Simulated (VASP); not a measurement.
# GaAs (F-43m) in VASP: a series of runs

The runs below take GaAs through single point, with PBEsol.

Everything below comes from runs of VASP 6.6.1. Logs are shortened: lines on timing, memory, paths and dates and some standing lists are left out, and cuts for length are marked.

## (1) The cell of the first run

Symmetry: F-43m, No. 216, cubic system. The conventional cell has a = 5.244 Å, b = 5.244 Å, c = 5.244 Å, α = 90.00°, β = 90.00°, γ = 90.00°. Within 3.0 Å of Ga (site symmetry -43m) lie 4 As at 2.27 Å. Within 3.0 Å of As (site symmetry -43m) lie 4 Ga at 2.27 Å.

## (2) Single point, PBEsol (N replaced by As, lengths x 1.149, strained)

INCAR

```
  PREC = Accurate
  ENCUT = 520
  EDIFF = 1E-6
  ISMEAR = 0
  SIGMA = 0.02
  LREAL = False
  LASPH = True
  NELM = 80
  ALGO = Normal
  ISIF = 2
  LWAVE = False
  LCHARG = False
  GGA = PS
  NBANDS = 16
```

KPOINTS

```
regular mesh
0
Gamma
  10 10 10
```

POSCAR

```
GaAs
1.0
    0.0000000000      2.6218356788      2.6218356788
    2.6218356788      0.0000000000      2.6218356788
    2.6218356788      2.6218356788      0.0000000000
Ga As
1 1
Direct
    0.0000000000      0.0000000000      0.0000000000
    0.7500000000      0.7500000000      0.7500000000
```

Potentials or basis: VASP PAW PBE potentials, release 64 (Ga_d, As).

Launch:

```console
> cat potpaw_PBE.64/Ga_d/POTCAR potpaw_PBE.64/As/POTCAR > POTCAR
> mpirun -np 1 vasp_std > vasp.out
```

OUTCAR:

```text
PREC = Accurate
   ENCUT = 520
   EDIFF = 1E-6
   ISMEAR = 0
   LREAL = False
   LASPH = True
   NELM = 80
   ISIF = 2
   GGA = PS

 ion  position               nearest neighbor table
   1  0.000  0.000  0.000-   2 2.27   2 2.27   2 2.27   2 2.27
   2  0.750  0.750  0.750-   1 2.27   1 2.27   1 2.27   1 2.27

  LATTYP: Found a face centered cubic cell.
 ALAT       =     5.2436713576

  Lattice vectors:

 A1 = (   0.0000000000,   2.6218356788,   2.6218356788)
 A2 = (   2.6218356788,   0.0000000000,   2.6218356788)
 A3 = (   2.6218356788,   2.6218356788,   0.0000000000)

Analysis of symmetry for initial positions (statically):
=====================================================================
 Subroutine PRICEL returns:
 Original cell was already a primitive cell.

 Routine SETGRP: Setting up the symmetry group for a
 face centered cubic supercell.

 Subroutine GETGRP returns: Found 24 space group operations
 (whereof 24 operations were pure point group operations)
 out of a pool of 48 trial point group operations.

The static configuration has the point symmetry T_d .

Analysis of symmetry for dynamics (positions and initial velocities):
=====================================================================
 Subroutine PRICEL returns:
 Original cell was already a primitive cell.

 Routine SETGRP: Setting up the symmetry group for a
 face centered cubic supercell.

 Subroutine GETGRP returns: Found 24 space group operations
 (whereof 24 operations were pure point group operations)
 out of a pool of 48 trial point group operations.

The dynamic configuration has the point symmetry T_d .

 Subroutine INISYM returns: Found 24 space group operations
 (whereof 24 operations are pure point group operations),
 and found     1 'primitive' translations

----------------------------------------------------------------------------------------

                                     Primitive cell

  volume of cell :      36.0451

  direct lattice vectors                    reciprocal lattice vectors
     0.000000000  2.621835679  2.621835679    -0.190706078  0.190706078  0.190706078
     2.621835679  0.000000000  2.621835679     0.190706078 -0.190706078  0.190706078
     2.621835679  2.621835679  0.000000000     0.190706078  0.190706078 -0.190706078

  length of vectors
     3.707835575  3.707835575  3.707835575     0.330312617  0.330312617  0.330312617

  position of ions in fractional coordinates (direct lattice)
     0.000000000  0.000000000  0.000000000
     0.750000000  0.750000000  0.750000000

  ion indices of the primitive-cell ions
   primitive index   ion index
                 1           1
                 2           2

----------------------------------------------------------------------------------------

 KPOINTS: regular mesh

Automatic generation of k-mesh.
 Grid dimensions read from file:
 generate k-points for:   10   10   10

 Generating k-lattice:

  Cartesian coordinates                     Fractional coordinates (reciprocal lattice)
    -0.019070608  0.019070608  0.019070608     0.100000000  0.000000000  0.000000000
     0.019070608 -0.019070608  0.019070608     0.000000000  0.100000000  0.000000000
     0.019070608  0.019070608 -0.019070608     0.000000000  0.000000000  0.100000000

  Length of vectors
     0.033031262  0.033031262  0.033031262

  Shift w.r.t. Gamma in fractional coordinates (k-lattice)
     0.000000000  0.000000000  0.000000000

 Subroutine IBZKPT returns following result:
 ===========================================

 Found     47 irreducible k-points:

 Following reciprocal coordinates:
            Coordinates               Weight
  0.000000  0.000000  0.000000      1.000000
  0.100000  0.000000  0.000000      8.000000
  0.200000  0.000000  0.000000      8.000000
  0.300000  0.000000  0.000000      8.000000
  0.400000  0.000000  0.000000      8.000000
  0.500000  0.000000  0.000000      4.000000
[... 16 lines left out ...]
  0.300000  0.300000  0.000000      6.000000
  0.400000  0.300000  0.000000     24.000000
 [... further k-points ...]
   k-points           NKPTS =     47   k-points in BZ     NKDIM =     47   number of bands    NBANDS=     16
   number of dos      NEDOS =    301   number of ions     NIONS =      2
   total plane-waves  NPLWV =  21952
   dimension x,y,z NGX =    28 NGY =   28 NGZ =   28
   dimension x,y,z NGXF=    56 NGYF=   56 NGZF=   56
   ions per type =               1   1
   NGX,Y,Z   is equivalent  to a cutoff of  12.55, 12.55, 12.55 a.u.
   NGXF,Y,Z  is equivalent  to a cutoff of  25.11, 25.11, 25.11 a.u.
 SYSTEM =  unknown system
   PREC   = accura    normal or accurate (medium, high low for compatibility)
   ISTART =      0    job   : 0-new  1-cont  2-samecut
   ICHARG =      2    charge: 1-file 2-atom 10-const
   ISPIN  =      1    spin polarized calculation?
   LNONCOLLINEAR =      F non collinear calculations
   LSORBIT =      F    spin-orbit coupling
   LASPH  =      T    aspherical Exc in radial PAW
   ENCUT  =  520.0 eV  38.22 Ry    6.18 a.u.   6.89  6.89  6.89*2*pi/ulx,y,z
   NELM   =     80;   NELMIN=  2; NELMDL= -5     # of ELM steps
   EDIFF  = 0.1E-05   stopping-criterion for ELM
   LREAL  =      F    real-space projection
   EDIFFG = 0.1E-04   stopping-criterion for IOM
   NSW    =      0    number of steps for IOM
   IBRION =     -1    ionic relax: 0-MD 1-quasi-New 2-CG
   NFREE  =      0    steps in history (QN), initial steepest desc. (CG)
   ISIF   =      2    stress and relaxation
   ISYM   =      2    0-nonsym 1-usesym 2-fastsym
   POTIM  = 0.5000    time-step for ionic-motion
   TEBEG  =    0.0;   TEEND  =   0.0 temperature during run
   PSTRESS=    0.0 pullay stress
   NELECT =      18.0000    total number of electrons
   NUPDOWN=      -1.0000    fix difference up-down
   EMIN   =  10.00;   EMAX   =-10.00  energy-range for DOS
   EFERMI =   0.00;   METHOD = LEGACY
   ISMEAR =     0;   SIGMA  =   0.02  broadening in eV -4-tet -1-fermi 0-gaus
   EFERMI_NEDOS =   21; number of points for ismear=-14 and -15
   IALGO  =     38    algorithm
   IMIX   =      4    mixing-type and parameters
     AMIX     =   0.40;   BMIX     =  1.00
     AMIX_MAG =   1.60;   BMIX_MAG =  1.00
  volume/ion in A,a.u.               =      18.02       121.62
  Fermi-wavevector in a.u.,A,eV,Ry     =   1.298824  2.454421 22.952252  1.686943
  Thomas-Fermi vector in A             =   2.430127
   LORBIT       =      0    0 simple, 1 ext, 2 COOP (PROOUT), +10 PAW based schemes
   GGA     = PS    functional components
   LHFCALC =     F    Hartree Fock is set to
   AEXX    =    0.0000 exact exchange contribution
   IVDW    =     0    specifies the selected vdW correction
   LEPSILON=     F    determine dielectric tensor
   LRPA    =     F    only Hartree local field effects (RPA)
 non-spin polarized calculation
 Gauss-broadening in eV      SIGMA  =   0.02
  energy-cutoff  :      520.00
  volume of cell :       36.05
 maximum number of plane-waves:       990
   NGX = 13   NGY = 13   NGZ = 13

 number of electron      18.0000009 magnetization

 Free energy of the ion-electron system (eV)
  ---------------------------------------------------
  ext. energy  EPLUGINS =         0.00000000
  ---------------------------------------------------
  free energy    TOTEN  =        -8.45083295 eV

  energy without entropy =       -8.45083295  energy(sigma->0) =       -8.45083295

 E-fermi :   6.3697     XC(G=0): -10.8229

 val. band max:        6.2186504578   @ k =   0.0000   0.0000   0.0000
 cond. band min:       7.0459057685   @ k =   0.5000   0.5000   0.0000
 fundamental gap:      0.8272553107
 Fermi energy:         6.3697396369

 k-point     1 :       0.0000    0.0000    0.0000
  band No.  band energies     occupation
      1      -9.1753      2.00000
      2      -9.1753      2.00000
      3      -9.1753      2.00000
      4      -9.0204      2.00000
      5      -9.0204      2.00000
      6      -8.4296      2.00000
[... 8 lines left out ...]
     15      16.8979      0.00000
     16      16.8979      0.00000

 k-point     2 :       0.1000    0.0000    0.0000
  band No.  band energies     occupation
      1      -9.2117      2.00000
      2      -9.1704      2.00000
      3      -9.1704      2.00000
      4      -9.0209      2.00000
      5      -9.0209      2.00000
      6      -8.2532      2.00000
[... 8 lines left out ...]
     15      15.9602      0.00000
     16      15.9602      0.00000

 k-point     3 :       0.2000    0.0000    0.0000
  band No.  band energies     occupation
      1      -9.2754      2.00000
      2      -9.1585      2.00000
      3      -9.1585      2.00000
      4      -9.0211      2.00000
      5      -9.0211      2.00000
      6      -7.7757      2.00000
[... 8 lines left out ...]
     15      15.3688      0.00000
     16      15.6510      0.00000

 k-point     4 :       0.3000    0.0000    0.0000
  band No.  band energies     occupation
      1      -9.3289      2.00000
      2      -9.1461      2.00000
      3      -9.1461      2.00000
      4      -9.0189      2.00000
      5      -9.0189      2.00000
      6      -7.0672      2.00000
[... 8 lines left out ...]
     15      15.9311      0.00000
     16      15.9311      0.00000

 k-point     5 :       0.4000    0.0000    0.0000
  band No.  band energies     occupation
      1      -9.3634      2.00000
      2      -9.1384      2.00000
      3      -9.1384      2.00000
      4      -9.0147      2.00000
      5      -9.0147      2.00000
      6      -6.2632      2.00000
[... 8 lines left out ...]
     15      17.5004      0.00000
     16      17.5004      0.00000

 k-point     6 :       0.5000    0.0000    0.0000
  band No.  band energies     occupation
      1      -9.3753      2.00000
      2      -9.1362      2.00000
      3      -9.1362      2.00000
      4      -9.0124      2.00000
      5      -9.0124      2.00000
      6      -5.8219      2.00000
[... 8 lines left out ...]
     15      19.1609      0.00000
     16      19.1610      0.00000

 k-point     7 :       0.1000    0.1000    0.0000
  band No.  band energies     occupation
      1      -9.2249      2.00000
      2      -9.1660      2.00000
      3      -9.1660      2.00000
      4      -9.0254      2.00000
      5      -9.0180      2.00000
      6      -8.1975      2.00000
[... 8 lines left out ...]
     15      15.4521      0.00000
     16      17.0771      0.00000

 k-point     8 :       0.2000    0.1000    0.0000
  band No.  band energies     occupation
      1      -9.2732      2.00000
      2      -9.1564      2.00000
      3      -9.1539      2.00000
      4      -9.0301      2.00000
      5      -9.0159      2.00000
      6      -7.8264      2.00000
[... 8 lines left out ...]
     15      16.5457      0.00000
     16      16.6231      0.00000

 k-point     9 :       0.3000    0.1000    0.0000
  band No.  band energies     occupation
      1      -9.3217      2.00000
      2      -9.1459      2.00000
      3      -9.1407      2.00000
      4      -9.0310      2.00000
      5      -9.0135      2.00000
      6      -7.1972      2.00000
[... 8 lines left out ...]
     15      16.4762      0.00000
     16      16.8529      0.00000
[... 172 lines left out ...]
 k-point    19 :       0.5000    0.2000    0.0000
  band No.  band energies     occupation
      1      -9.3772      2.00000
      2      -9.1241      2.00000
      3      -9.1116      2.00000
      4      -9.0377      2.00000
      5      -9.0089      2.00000
      6      -5.6061      2.00000
[... 8 lines left out ...]
     15      19.1997      0.00000
     16      19.3578      0.00000

 k-point    20 :      -0.4000    0.2000    0.0000
  band No.  band energies     occupation
      1      -9.3768      2.00000
      2      -9.1263      2.00000
      3      -9.1143      2.00000
      4      -9.0280      2.00000
      5      -9.0164      2.00000
      6      -5.4696      2.00000
[... 8 lines left out ...]
     15      16.9277      0.00000
     16      18.5929      0.00000

 k-point    21 :      -0.3000    0.2000    0.0000
  band No.  band energies     occupation
      1      -9.3623      2.00000
      2      -9.1298      2.00000
      3      -9.1234      2.00000
      4      -9.0249      2.00000
      5      -9.0216      2.00000
      6      -6.0793      2.00000
[... 8 lines left out ...]
     15      17.4511      0.00000
     16      19.3498      0.00000

 k-point    22 :      -0.2000    0.2000    0.0000
  band No.  band energies     occupation
      1      -9.3366      2.00000
      2      -9.1380      2.00000
      3      -9.1363      2.00000
      4      -9.0285      2.00000
      5      -9.0186      2.00000
      6      -6.8344      2.00000
[... 8 lines left out ...]
     15      17.8657      0.00000
     16      18.9933      0.00000

 k-point    23 :       0.3000    0.3000    0.0000
  band No.  band energies     occupation
      1      -9.3610      2.00000
      2      -9.1085      2.00000
      3      -9.1085      2.00000
      4      -9.0629      2.00000
      5      -9.0038      2.00000
      6      -6.6374      2.00000
[... 8 lines left out ...]
     15      18.4938      0.00000
     16      20.2276      0.00000

 k-point    24 :       0.4000    0.3000    0.0000
  band No.  band energies     occupation
      1      -9.3809      2.00000
      2      -9.1005      2.00000
      3      -9.0957      2.00000
      4      -9.0666      2.00000
      5      -9.0014      2.00000
      6      -6.0064      2.00000
[... 8 lines left out ...]
     15      19.4302      0.00000
     16      20.6160      0.00000

 [... further k-points ...]

------------------------ aborting loop because EDIFF is reached ----------------------------------------

  FORCE on cell =-STRESS in cart. coord.  units (eV):
  Direction    XX          YY          ZZ          XY          YZ          ZX
  --------------------------------------------------------------------------------------
  -------------------------------------------------------------------------------------
  Total        6.0974623      6.0974623      6.0974623      0.0000000      0.0000000      0.0000000
  in kB      271.0274638    271.0274638    271.0274638      0.0000000      0.0000000      0.0000000
  external PRESSURE =     271.0274638 kB  Pullay stress =       0.0000000 kB

 VOLUME and BASIS-vectors are now :
 -----------------------------------------------------------------------------
  energy-cutoff  :      520.00
  volume of cell :       36.05
      direct lattice vectors                 reciprocal lattice vectors
     0.000000000  2.621835679  2.621835679    -0.190706078  0.190706078  0.190706078
     2.621835679  0.000000000  2.621835679     0.190706078 -0.190706078  0.190706078
     2.621835679  2.621835679  0.000000000     0.190706078  0.190706078 -0.190706078

 POSITION                                       TOTAL-FORCE (eV/Angst)
 -----------------------------------------------------------------------------------
      0.00000      0.00000      0.00000         0.000000      0.000000      0.000000
      3.93275      3.93275      3.93275        -0.000000     -0.000000     -0.000000
 -----------------------------------------------------------------------------------
    total drift:                               -0.000001     -0.000001     -0.000001

  FREE ENERGIE OF THE ION-ELECTRON SYSTEM (eV)
  ---------------------------------------------------
  free  energy   TOTEN  =        -8.4508329515 eV

  energy  without entropy=       -8.4508329515  energy(sigma->0) =       -8.45083295
```

It took 32 s on 1 thread of Intel Xeon Platinum 8488C (Sapphire Rapids), shared host; peak memory 0.17 GiB.

What came out:

- Free energy: -8.4508 eV
- Pressure: 27.1 GPa
- Band gap on the k mesh: 0.83 eV, indirect (least direct gap 2.26 eV)

Levels at points of the mesh, in eV from the valence-band top:
| k point | band 7 | band 8 | band 9 | band 10 | band 11 | band 12 |
| --- | --- | --- | --- | --- | --- | --- |
| (0.00, 0.00, 0.00) | 0.00 | 0.00 | 0.00 | 2.26 | 3.68 | 3.68 |
| (0.50, 0.00, 0.00) | -8.16 | -1.55 | -1.55 | 1.61 | 4.57 | 4.57 |
| (0.50, 0.50, 0.00) | -8.08 | -3.62 | -3.62 | 0.83 | 1.31 | 12.02 |

Caveat: the cell differs from its parent crystal (N replaced by As, lengths x 1.149, strained); the PAW data sets were made with another functional, which shifts forces and pressure a little. A k mesh can miss the band edges.

## (3) Single point, PBEsol (N replaced by As, lengths x 1.149, strained)

INCAR

```
  PREC = Accurate
  ENCUT = 500
  EDIFF = 1E-6
  ISMEAR = 0
  SIGMA = 0.1
  LREAL = F
  LASPH = T
  NELM = 120
  ALGO = Normal
  ISIF = 2
  LWAVE = F
  LCHARG = T
  GGA = PS
  LELF = T
  LVHAR = T
  NBANDS = 16
  GGA_COMPAT = F
```

KPOINTS

```
regular mesh
0
Gamma
  6 6 6
```

POSCAR is that of step 2.

Potentials or basis: VASP PAW PBE potentials, release 64 (Ga_d, As).

Launch:

```console
> cat potpaw_PBE.64/Ga_d/POTCAR potpaw_PBE.64/As/POTCAR > POTCAR
> mpirun -np 1 vasp_std > vasp.out
```

Wall time 17 s (1 thread of AMD EPYC 7R13 (Zen 3), shared host); peak memory 0.12 GiB.

It converged, with:

```
Free energy            : -8.4243 eV
Pressure               : 27.2 GPa
Band gap on the k mesh : 0.82 eV, indirect (least direct gap 2.25 eV)
```

Levels at points of the mesh, in eV from the valence-band top:
| k point | band 6 | band 7 | band 8 | band 9 | band 10 | band 11 | band 12 | band 13 |
| --- | --- | --- | --- | --- | --- | --- | --- | --- |
| (0.00, 0.00, 0.00) | -14.65 | 0.00 | 0.00 | 0.00 | 2.25 | 3.67 | 3.67 | 3.67 |
| (0.50, 0.00, 0.00) | -12.04 | -8.16 | -1.55 | -1.55 | 1.61 | 4.56 | 4.56 | 7.62 |
| (0.50, 0.50, 0.00) | -10.99 | -8.08 | -3.62 | -3.62 | 0.82 | 1.30 | 12.01 | 12.01 |

Caveat: the cell differs from its parent crystal (N replaced by As, lengths x 1.149, strained); the PAW data sets were made with another functional, which shifts forces and pressure a little. A k mesh can miss the band edges.
